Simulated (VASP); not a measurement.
# Be2S3 (P-4m2) in VASP: notebook, part 2 of 2

VASP 6.6.1. Earlier steps stand in the parts before.

**4. Single point, PBE**

Input file INCAR:

```
PREC     = Accurate       # precision mode
ENCUT    = 520            # plane-wave cutoff, eV
EDIFF    = 1E-6           # SCF threshold, eV
ISMEAR   = 0              # smearing method
SIGMA    = 0.01           # smearing width, eV
LREAL    = F              # projectors in reciprocal space
LASPH    = T              # aspherical terms in the spheres
NELM     = 100            # most SCF steps
ALGO     = Normal         # electronic algorithm
ISIF     = 2              # what is computed and relaxed
LWAVE    = F              # write WAVECAR
LCHARG   = T              # write CHGCAR
GGA      = PE             # functional
LELF     = T              # ELF
LVHAR    = T            
NBANDS   = 19             # bands
```

Input file KPOINTS:

```
regular mesh
0
Gamma
  10 10 6
```

Input file POSCAR:

```
Be2S3
1.0
    3.5498007959      0.0000000000      0.0000000000
    0.0000000000      3.5498007959      0.0000000000
    0.0000000000      0.0000000000      6.6457747610
Be S
2 3
Direct
    0.5000000000      0.0000000000      0.8144977820
    0.0000000000      0.5000000000      0.1855022180
    0.5000000000      0.5000000000      0.6541312609
    0.5000000000      0.5000000000      0.3458687391
    0.0000000000      0.0000000000      0.0000000000
```

Potentials or basis: VASP PAW PBE potentials, release 64 (Be, S).

Command:

```console
$ cat potpaw_PBE.64/Be/POTCAR potpaw_PBE.64/S/POTCAR > POTCAR
$ mpirun -np 1 vasp_std > vasp.out
```

OUTCAR:

```text
PREC = Accurate
   ENCUT = 520
   EDIFF = 1E-6
   ISMEAR = 0
   LREAL = F
   LASPH = T
   NELM = 100
   ISIF = 2
   GGA = PE

 ion  position               nearest neighbor table
   1  0.500  0.000  0.814-   3 2.07   3 2.07   5 2.16   5 2.16
   2  0.000  0.500  0.186-   4 2.07   4 2.07   5 2.16   5 2.16
   3  0.500  0.500  0.654-   4 2.05   1 2.07   1 2.07
   4  0.500  0.500  0.346-   3 2.05   2 2.07   2 2.07
[... 734 lines left out ...]
  --------------------------------------------------------------------------------------
  -------------------------------------------------------------------------------------
  Total       -0.0065195     -0.0065195     -0.2379001      0.0000000      0.0000000      0.0000000
  in kB       -0.1247306     -0.1247306     -4.5514687      0.0000000      0.0000000      0.0000000
  external PRESSURE =      -1.6003100 kB  Pullay stress =       0.0000000 kB

 VOLUME and BASIS-vectors are now :
 -----------------------------------------------------------------------------
  energy-cutoff  :      520.00
  volume of cell :       83.74
      direct lattice vectors                 reciprocal lattice vectors
     3.549800796  0.000000000  0.000000000     0.281705948  0.000000000  0.000000000
     0.000000000  3.549800796  0.000000000     0.000000000  0.281705948  0.000000000
     0.000000000  0.000000000  6.645774761     0.000000000  0.000000000  0.150471546

 POSITION                                       TOTAL-FORCE (eV/Angst)
 -----------------------------------------------------------------------------------
      1.77490      0.00000      5.41297         0.000000     -0.000000      0.001714
      0.00000      1.77490      1.23281         0.000000     -0.000000     -0.001714
      1.77490      1.77490      4.34721         0.000000      0.000000     -0.115311
      1.77490      1.77490      2.29857         0.000000     -0.000000      0.115311
      0.00000      0.00000      0.00000         0.000000     -0.000000      0.000000
 -----------------------------------------------------------------------------------
    total drift:                               -0.000000      0.000000      0.000000

  FREE ENERGIE OF THE ION-ELECTRON SYSTEM (eV)
  ---------------------------------------------------
  free  energy   TOTEN  =       -22.9576372871 eV

  energy  without entropy=      -22.9576372871  energy(sigma->0) =      -22.95763729
```

OSZICAR:

```text
N       E                     dE             d eps       ncg     rms          rms(c)
DAV:   1     0.818587337677E+02    0.81859E+02   -0.92643E+03  3192   0.975E+02
DAV:   2    -0.169617509039E+02   -0.98820E+02   -0.95130E+02  4182   0.176E+02
DAV:   3    -0.233165834038E+02   -0.63548E+01   -0.63208E+01  4253   0.477E+01
DAV:   4    -0.233946751306E+02   -0.78092E-01   -0.78006E-01  4508   0.591E+00
DAV:   5    -0.233959988672E+02   -0.13237E-02   -0.13235E-02  4344   0.765E-01    0.114E+01
DAV:   6    -0.230466041400E+02    0.34939E+00   -0.29585E-01  4039   0.313E+00    0.763E+00
DAV:   7    -0.229627912423E+02    0.83813E-01   -0.47938E-01  4223   0.370E+00    0.933E-01
DAV:   8    -0.229564919126E+02    0.62993E-02   -0.53491E-02  3907   0.146E+00    0.549E-01
DAV:   9    -0.229571168045E+02   -0.62489E-03   -0.55139E-03  3924   0.439E-01    0.183E-01
DAV:  10    -0.229574508656E+02   -0.33406E-03   -0.35496E-04  4031   0.116E-01    0.689E-02
DAV:  11    -0.229576030189E+02   -0.15215E-03   -0.11468E-04  3747   0.621E-02    0.155E-02
DAV:  12    -0.229576327930E+02   -0.29774E-04   -0.28060E-05  4094   0.302E-02    0.155E-02
DAV:  13    -0.229576369209E+02   -0.41279E-05   -0.38780E-06  3849   0.113E-02    0.893E-03
DAV:  14    -0.229576372871E+02   -0.36620E-06   -0.10464E-06  3424   0.617E-03
   1 F= -.22957637E+02 E0= -.22957637E+02  d E =-.426991E-69
```

Run time: 100 s. Hardware: 1 thread of Intel Xeon Platinum 8259CL at 2.50GHz (Skylake/Cascade Lake), shared host; peak memory 0.25 GiB.

What came out:

- Free energy: -22.9576 eV
- Pressure: -0.2 GPa
- Largest force: 0.115 eV/Å
- Band gap on the k mesh: 0.27 eV (least direct gap 0.82 eV)

Forces in eV/Å, atoms in the order of the input:
```
Be   0.000  0.000  0.002
Be   0.000  0.000 -0.002
S    0.000  0.000 -0.115
S    0.000  0.000  0.115
S    0.000  0.000  0.000
```

Stress tensor (GPa, compression positive):
```
-0.01  0.00  0.00
 0.00 -0.01  0.00
 0.00  0.00 -0.46
```

Levels at points of the mesh, in eV from the valence-band top:
```csv
k point,band 7,band 8,band 9,band 10,band 11,band 12,band 13,band 14,band 15,band 16
"(0.00, 0.00, 0.00)",-3.49,-2.07,-2.07,-0.87,-0.87,1.91,2.43,3.98,4.56,5.06
"(0.50, 0.00, 0.00)",-3.55,-3.21,-2.18,-0.92,-0.40,1.59,4.17,4.20,5.73,5.83
"(0.50, 0.50, 0.00)",-4.13,-4.13,-3.67,-2.48,-2.48,2.08,2.88,3.94,6.94,6.94
"(0.00, 0.00, 0.50)",-2.94,-2.94,-2.30,0.00,0.00,0.82,2.99,3.79,4.23,5.36
"(0.50, 0.00, 0.50)",-3.26,-3.17,-2.35,-2.17,-0.52,2.50,4.34,4.56,5.73,6.58
"(0.50, 0.50, 0.50)",-4.79,-4.79,-3.72,-1.72,-1.72,0.27,4.31,4.65,4.65,4.80
```

A k mesh can miss the band edges.

**5. Single point, PBE**

This run uses another cell than the first one: it holds 10 atoms, not 5.

Input file INCAR:

```
SYSTEM = Be2S3
PREC = Accurate
ENCUT = 520
EDIFF = 1E-6
ISMEAR = 0
SIGMA = 0.2
LREAL = .FALSE.
LASPH = .TRUE.
NELM = 100
ALGO = Normal
ISIF = 2
LWAVE = .FALSE.
LCHARG = .FALSE.
GGA = PE
NBANDS = 33
```

Input file KPOINTS:

```
regular mesh
0
G
  6 4 4
  0 0 0
```

Input file POSCAR:

```
Be2S3
1.0
   -3.5498007959      0.0000000000      0.0000000000
    0.0000000000      0.0000000000     -6.6457747610
    0.0000000000     -7.0996015918      0.0000000000
Be S
4 6
Direct
    0.5000000000      0.1855022180      1.0000000000
    0.5000000000      0.1855022180      0.5000000000
    0.0000000000      0.8144977820      0.7500000000
    0.0000000000      0.8144977820      0.2500000000
    0.5000000000      0.3458687391      0.7500000000
    0.5000000000      0.3458687391      0.2500000000
    0.5000000000      0.6541312609      0.7500000000
    0.5000000000      0.6541312609      0.2500000000
    1.0000000000      0.0000000000      1.0000000000
    1.0000000000      0.0000000000      0.5000000000
```

Command:

```console
$ cat potpaw_PBE.64/Be/POTCAR potpaw_PBE.64/S/POTCAR > POTCAR
$ mpirun -np 1 vasp_std > vasp.out
```

Wall time 3 min (1 thread of Intel Xeon Platinum 8259CL at 2.50GHz (Skylake/Cascade Lake), shared host); peak memory 0.33 GiB.

It converged, with:

* Free energy: -45.9145 eV
* Pressure: -0.2 GPa
* Largest force: 0.107 eV/Å
* Band gap on the k mesh: 0.27 eV

Forces in eV/Å, atoms in the order of the input:
```
Be   0.000  0.000  0.010
Be   0.000  0.000  0.010
Be   0.000  0.000 -0.008
Be   0.000  0.000 -0.008
S    0.000  0.000 -0.107
S    0.000  0.000 -0.107
S    0.000  0.000  0.106
S    0.000  0.000  0.106
S    0.000  0.000 -0.001
S    0.000  0.000 -0.001
```

Stress tensor (GPa, compression positive):
```
-0.02  0.00  0.00
 0.00 -0.03  0.00
 0.00  0.00 -0.43
```

Levels at points of the mesh, in eV from the valence-band top:
| k point | band 18 | band 19 | band 20 | band 21 | band 22 | band 23 | band 24 | band 25 | band 26 | band 27 |
| --- | --- | --- | --- | --- | --- | --- | --- | --- | --- | --- |
| (0.00, 0.00, 0.00) | -2.07 | -0.92 | -0.87 | -0.87 | -0.40 | 1.59 | 1.91 | 2.43 | 3.98 | 4.17 |
| (0.50, 0.00, 0.00) | -2.48 | -2.48 | -2.17 | -0.92 | -0.40 | 1.59 | 2.08 | 2.88 | 3.94 | 4.17 |
| (0.00, 0.50, 0.00) | -2.30 | -2.17 | -0.52 | 0.00 | 0.00 | 0.82 | 2.50 | 2.99 | 3.79 | 4.23 |
| (0.50, 0.50, 0.00) | -2.35 | -2.17 | -1.72 | -1.72 | -0.52 | 0.27 | 2.50 | 4.31 | 4.33 | 4.56 |
| (0.00, 0.00, 0.50) | -2.07 | -1.17 | -1.17 | -0.65 | -0.65 | 2.30 | 2.30 | 3.11 | 3.11 | 4.55 |
| (0.50, 0.00, 0.50) | -3.50 | -1.57 | -1.57 | -1.54 | -1.54 | 1.81 | 1.81 | 4.24 | 4.24 | 4.50 |
| (0.00, 0.50, 0.50) | -2.48 | -1.48 | -1.48 | -0.18 | -0.18 | 1.85 | 1.85 | 3.82 | 3.82 | 4.54 |
| (0.50, 0.50, 0.50) | -3.18 | -2.00 | -2.00 | -1.44 | -1.44 | 1.55 | 1.55 | 4.38 | 4.38 | 5.39 |

**6. The runs side by side**

```tsv
task	cell	k mesh	cutoff (eV)	smearing	gap on the mesh (eV)	pressure (GPa)	largest force (eV/Å)
single point	a = 3.551, b = 3.551, c = 6.643 Å, 5 atoms, atomic positions A	5 × 5 × 3	520	gaussian 0.2 eV	1.13	-0.1	0.10
relaxation of cell and atoms	relaxed from a = 3.440, b = 3.440, c = 6.900 Å, 5 atoms, atomic positions B	5 × 5 × 3	600	gaussian 0.2 eV	1.14	0.2	0.04
single point	a = 3.550, b = 3.550, c = 6.646 Å, 5 atoms, atomic positions A	10 × 10 × 6	520	gaussian 0.01 eV	0.27	-0.2	0.12
single point	a = 3.550, b = 6.646, c = 7.100 Å, 10 atoms, atomic positions C	6 × 4 × 4	520	gaussian 0.2 eV	0.27	-0.2	0.11
```

Alike in all rows: level PBE; potentials or basis VASP PAW PBE potentials, release 64 (Be, S); no spin polarisation.

Caveats: the relaxation stopped at a loose force limit of 0.08 eV/Å, so its end isn't a converged minimum (at least some runs).

Absolute energies hang on the potentials; compare differences alone.
